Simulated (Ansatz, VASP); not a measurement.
## One calculation of GaN, two programs

File POSCAR:

```
GaN
1.0
    0.0000000000      2.2860602613      2.2081320503
    2.2860602613      0.0000000000      2.2081320503
    2.2860602613      2.2860602613      0.0000000000
Ga N
1 1
Direct
    0.0000000000      0.0000000000      0.0000000000
    0.2500000000      0.2500000000      0.2500000000
```

Contents of INCAR.step1:

```
ALGO = Normal
EDIFF = 1E-5
ENCUT = 1460
GGA = PE
GGA_COMPAT = F
ISMEAR = 0
LASPH = T
LCHARG = F
LREAL = F
LWAVE = T
NBANDS = 16
NELM = 120
PREC = Accurate
SIGMA = 0.01
```

The input INCAR.step2:

```
ALGO = Normal
EDIFF = 1E-6
ENCUT = 1460
GGA_COMPAT = F
ISIF = 2
ISMEAR = 0
ISTART = 1
LASPH = T
LCHARG = F
LMIXTAU = T
LREAL = F
LWAVE = F
METAGGA = R2SCAN
NBANDS = 16
NELM = 120
PREC = Accurate
SIGMA = 0.01
```

KPOINTS

```
k-points
0
Gamma
  10 10 10
```

Input for Ansatz:

```yaml
crystal:
  lattice:
    - [0.0, 2.2860602613, 2.2081320503]
    - [2.2860602613, 0.0, 2.2081320503]
    - [2.2860602613, 2.2860602613, 0.0]
  atoms:
    - { symbol: Ga, position: [0.0, 0.0, 0.0] }
    - { symbol: "N", position: [0.25, 0.25, 0.25] }
kpoints:
  mp_grid: { grid: [10, 10, 10] }
  band_path:
    path:
      - [0.0, 0.0, 0.0]
      - [-0.5, -0.5, 0.0]
      - [-0.375, -0.375, 0.25]
      - [-0.375, 0.0, 0.375]
      - [0.0, 0.0, 0.5]
      - [-0.5, -0.25, 0.25]
    npoints: 1
hamiltonian:
  xc: r2scan
scf:
  occupations: { method: fixed }
  n_extra_bands: 4
output:
  forces: true
  stress: true
  eigenvalues: true
```

Change from the starting cell: epitaxial_xy strain +1.7%.

Alike in both runs: task single point; functional r2SCAN; k mesh 10 × 10 × 10; no spin polarisation.

```csv
,VASP,Ansatz
version,VASP 6.6.1,Ansatz 0.2.0
potentials or method,"VASP PAW PBE potentials, release 64 (Ga_d, N_h)","plane waves, PAW"
plane-wave cutoff (eV),1460,500
occupations,"gaussian, width 0.01 eV",fixed
valence electrons in the cell,18,18
```

Ansatz gave:

- gap on the k mesh at the Fermi level (eV): 1.97
- pressure (GPa): -2.8
- traceless stress, the component that is largest in VASP (GPa): 2.84

Question: What did VASP give for the same quantities?

Answer: gap on the k mesh at the Fermi level (eV): 1.96; pressure (GPa): -1.7; traceless stress, the component that is largest in VASP (GPa): 2.78.

VASP's potentials were made for PBE, not for r2SCAN.
